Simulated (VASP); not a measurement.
# Zn in VASP: single point with PBEsol

Aim: the single point of Zn with PBEsol.

Program: VASP 6.6.1. These are calculated values, not measurements. Logs are shortened: lines on timing, memory, paths and dates and some standing lists are left out, and cuts for length are marked.

### 1 The cell of the first run

The cell holds a atom, 1 atom: a = 14.000 Å, b = 14.400 Å, c = 14.800 Å, α = 90.00°, β = 90.00°, γ = 90.00°.

### 2 Single point, PBEsol, collinear spin, ferromagnetic start

File INCAR:

```
ALGO = Normal
EDIFF = 1E-6
ENCUT = 520
GGA = PS
ISIF = 2
ISMEAR = -1
ISPIN = 2
ISYM = 0
LASPH = T
LCHARG = F
LORBIT = 11
LREAL = F
LWAVE = F
MAGMOM = 0.01
NBANDS = 16
NELM = 150
PREC = Accurate
SIGMA = 0.01
```

File KPOINTS:

```
k-points
0
Gamma
  1 1 1
```

File POSCAR:

```
Zn
1.0
   14.0000000000      0.0000000000      0.0000000000
    0.0000000000     14.4000000000      0.0000000000
    0.0000000000      0.0000000000     14.8000000000
Zn
1
Direct
    0.5000000000      0.5000000000      0.5000000000
```

Potentials or basis: VASP PAW PBE potentials, release 64 (Zn).

Run with:

```
$ cat potpaw_PBE.64/Zn/POTCAR > POTCAR
$ mpirun -np 1 vasp_gam > vasp.out
```

OUTCAR:

```text
EDIFF = 1E-6
   ENCUT = 520
   GGA = PS
   ISIF = 2
   ISMEAR = -1
   ISPIN = 2
   ISYM = 0
   LASPH = T
   LORBIT = 11
   LREAL = F
   NELM = 150
   PREC = Accurate

 ion  position               nearest neighbor table
   1  0.500  0.500  0.500-

IMPORTANT INFORMATION: All symmetrisations will be switched off!
NOSYMM: (Re-)initialisation of all symmetry stuff for point group C_1.

----------------------------------------------------------------------------------------

                                     Primitive cell

  volume of cell :    2983.6800

  direct lattice vectors                    reciprocal lattice vectors
    14.000000000  0.000000000  0.000000000     0.071428571  0.000000000  0.000000000
     0.000000000 14.400000000  0.000000000     0.000000000  0.069444444  0.000000000
     0.000000000  0.000000000 14.800000000     0.000000000  0.000000000  0.067567568

  length of vectors
    14.000000000 14.400000000 14.800000000     0.071428571  0.069444444  0.067567568

  position of ions in fractional coordinates (direct lattice)
     0.500000000  0.500000000  0.500000000

  ion indices of the primitive-cell ions
   primitive index   ion index
                 1           1

----------------------------------------------------------------------------------------

 KPOINTS: k-points

Automatic generation of k-mesh.
 Grid dimensions read from file:
 generate k-points for:    1    1    1

 Generating k-lattice:

  Cartesian coordinates                     Fractional coordinates (reciprocal lattice)
     0.071428571  0.000000000  0.000000000     1.000000000  0.000000000  0.000000000
     0.000000000  0.069444444  0.000000000     0.000000000  1.000000000  0.000000000
     0.000000000  0.000000000  0.067567568     0.000000000  0.000000000  1.000000000

  Length of vectors
     0.071428571  0.069444444  0.067567568

  Shift w.r.t. Gamma in fractional coordinates (k-lattice)
     0.000000000  0.000000000  0.000000000

 Subroutine IBZKPT returns following result:
 ===========================================

 Found      1 irreducible k-points:

 Following reciprocal coordinates:
            Coordinates               Weight
  0.000000  0.000000  0.000000      1.000000
   k-points           NKPTS =      1   k-points in BZ     NKDIM =      1   number of bands    NBANDS=     16
   number of dos      NEDOS =    301   number of ions     NIONS =      1
   total plane-waves  NPLWV = ******
   dimension x,y,z NGX =   108 NGY =  108 NGZ =  112
   dimension x,y,z NGXF=   216 NGYF=  216 NGZF=  224
   ions per type =               1
   NGX,Y,Z   is equivalent  to a cutoff of  12.82, 12.47, 12.58 a.u.
   NGXF,Y,Z  is equivalent  to a cutoff of  25.65, 24.94, 25.16 a.u.
 SYSTEM =  unknown system
   PREC   = accura    normal or accurate (medium, high low for compatibility)
   ISTART =      0    job   : 0-new  1-cont  2-samecut
   ICHARG =      2    charge: 1-file 2-atom 10-const
   ISPIN  =      2    spin polarized calculation?
   LNONCOLLINEAR =      F non collinear calculations
   LSORBIT =      F    spin-orbit coupling
   LASPH  =      T    aspherical Exc in radial PAW
   ENCUT  =  520.0 eV  38.22 Ry    6.18 a.u.  26.03 26.77 27.52*2*pi/ulx,y,z
   NELM   =    150;   NELMIN=  2; NELMDL= -5     # of ELM steps
   EDIFF  = 0.1E-05   stopping-criterion for ELM
   LREAL  =      F    real-space projection
   EDIFFG = 0.1E-04   stopping-criterion for IOM
   NSW    =      0    number of steps for IOM
   IBRION =     -1    ionic relax: 0-MD 1-quasi-New 2-CG
   NFREE  =      0    steps in history (QN), initial steepest desc. (CG)
   ISIF   =      2    stress and relaxation
   ISYM   =      0    0-nonsym 1-usesym 2-fastsym
   POTIM  = 0.5000    time-step for ionic-motion
   TEBEG  =    0.0;   TEEND  =   0.0 temperature during run
   PSTRESS=    0.0 pullay stress
   NELECT =      12.0000    total number of electrons
   NUPDOWN=      -1.0000    fix difference up-down
   EMIN   =  10.00;   EMAX   =-10.00  energy-range for DOS
   EFERMI =   0.00;   METHOD = LEGACY
   ISMEAR =    -1;   SIGMA  =   0.01  broadening in eV -4-tet -1-fermi 0-gaus
   EFERMI_NEDOS =   21; number of points for ismear=-14 and -15
   IALGO  =     38    algorithm
   IMIX   =      4    mixing-type and parameters
     AMIX     =   0.40;   BMIX     =  1.00
     AMIX_MAG =   1.60;   BMIX_MAG =  1.00
  volume/ion in A,a.u.               =    2983.68     20134.87
  Fermi-wavevector in a.u.,A,eV,Ry     =   0.260346  0.491983  0.922205  0.067780
  Thomas-Fermi vector in A             =   1.088001
   LORBIT       =     11    0 simple, 1 ext, 2 COOP (PROOUT), +10 PAW based schemes
   GGA     = PS    functional components
   LHFCALC =     F    Hartree Fock is set to
   AEXX    =    0.0000 exact exchange contribution
   IVDW    =     0    specifies the selected vdW correction
   LEPSILON=     F    determine dielectric tensor
   LRPA    =     F    only Hartree local field effects (RPA)
 spin polarized calculation
  energy-cutoff  :      520.00
  volume of cell :     2983.68
 maximum number of plane-waves:     40220
 NGX is ok and might be reduce to   108
   NGX = 53   NGY = 53   NGZ = 55

 number of electron      12.0000011 magnetization      -0.0000168

 number of electron      12.0000011 magnetization       0.0000131

 Free energy of the ion-electron system (eV)
  ---------------------------------------------------
  ext. energy  EPLUGINS =         0.00000000
  ---------------------------------------------------
  free energy    TOTEN  =        -0.01563660 eV

  energy without entropy =       -0.01563660  energy(sigma->0) =       -0.01563660

 E-fermi :  -5.6956     XC(G=0):  -0.3024

 val. band max:       -5.9616422146   @ k =   0.0000   0.0000   0.0000
 cond. band min:      -1.0353968098   @ k =   0.0000   0.0000   0.0000
 fundamental gap:      4.9262454047
 Fermi energy:        -5.6956312910

 spin component 1

 k-point     1 :       0.0000    0.0000    0.0000
  band No.  band energies     occupation
      1     -10.1092      1.00000
      2     -10.1092      1.00000
      3     -10.1092      1.00000
      4     -10.1092      1.00000
      5     -10.1092      1.00000
      6      -5.9616      1.00000
[... 8 lines left out ...]
     15       0.7531      0.00000
     16       0.7941      0.00000
 Fermi energy:        -5.6956312910

 spin component 2

 k-point     1 :       0.0000    0.0000    0.0000
  band No.  band energies     occupation
      1     -10.1092      1.00000
      2     -10.1092      1.00000
      3     -10.1092      1.00000
      4     -10.1092      1.00000
      5     -10.1092      1.00000
      6      -5.9616      1.00000
[... 8 lines left out ...]
     15       0.7572      0.00000
     16       0.7967      0.00000

------------------------ aborting loop because EDIFF is reached ----------------------------------------

  FORCE on cell =-STRESS in cart. coord.  units (eV):
  Direction    XX          YY          ZZ          XY          YZ          ZX
  --------------------------------------------------------------------------------------
  -------------------------------------------------------------------------------------
  Total        0.0014829      0.0000399      0.0011788      0.0000001     -0.0000000      0.0000000
  in kB        0.0007963      0.0000214      0.0006330      0.0000000     -0.0000000      0.0000000
  external PRESSURE =       0.0004836 kB  Pullay stress =       0.0000000 kB

 VOLUME and BASIS-vectors are now :
 -----------------------------------------------------------------------------
  energy-cutoff  :      520.00
  volume of cell :     2983.68
      direct lattice vectors                 reciprocal lattice vectors
    14.000000000  0.000000000  0.000000000     0.071428571  0.000000000  0.000000000
     0.000000000 14.400000000  0.000000000     0.000000000  0.069444444  0.000000000
     0.000000000  0.000000000 14.800000000     0.000000000  0.000000000  0.067567568

 POSITION                                       TOTAL-FORCE (eV/Angst)
 -----------------------------------------------------------------------------------
      7.00000      7.20000      7.40000         0.000000     -0.000000     -0.000000
 -----------------------------------------------------------------------------------
    total drift:                                0.000000     -0.000000     -0.000000

  FREE ENERGIE OF THE ION-ELECTRON SYSTEM (eV)
  ---------------------------------------------------
  free  energy   TOTEN  =        -0.0156365983 eV

  energy  without entropy=       -0.0156365983  energy(sigma->0) =       -0.01563660

 total charge

# of ion       s       p       d       tot
------------------------------------------
    1        0.885   0.000   9.740  10.625

 magnetization (x)

# of ion       s       p       d       tot
------------------------------------------
    1       -0.000  -0.000  -0.000  -0.000
```

Run time: 5.7 min. Hardware: 1 thread of Intel Xeon Platinum 8375C at 2.90GHz (Ice Lake), shared host; peak memory 2.7 GiB.

Results:

```
Free energy                                           : -0.0156 eV
Pressure                                              : 0.0 GPa
Band gap on the k mesh                                : 4.93 eV
Net moment                                            : 0.00 μB per cell
Valence electrons inside the program's atomic spheres : Zn 10.62
```

Levels at points of the mesh, in eV from the valence-band top:
Spin up:
| k point | band 2 | band 3 | band 4 | band 5 | band 6 | band 7 | band 8 | band 9 | band 10 | band 11 |
| --- | --- | --- | --- | --- | --- | --- | --- | --- | --- | --- |
| (0.00, 0.00, 0.00) | -4.15 | -4.15 | -4.15 | -4.15 | 0.00 | 4.93 | 4.93 | 4.93 | 5.85 | 6.56 |
Spin down:
| k point | band 2 | band 3 | band 4 | band 5 | band 6 | band 7 | band 8 | band 9 | band 10 | band 11 |
| --- | --- | --- | --- | --- | --- | --- | --- | --- | --- | --- |
| (0.00, 0.00, 0.00) | -4.15 | -4.15 | -4.15 | -4.15 | 0.00 | 4.93 | 4.93 | 4.93 | 5.85 | 6.55 |

Caveat: the PAW data sets were made with another functional, which shifts forces and pressure a little.
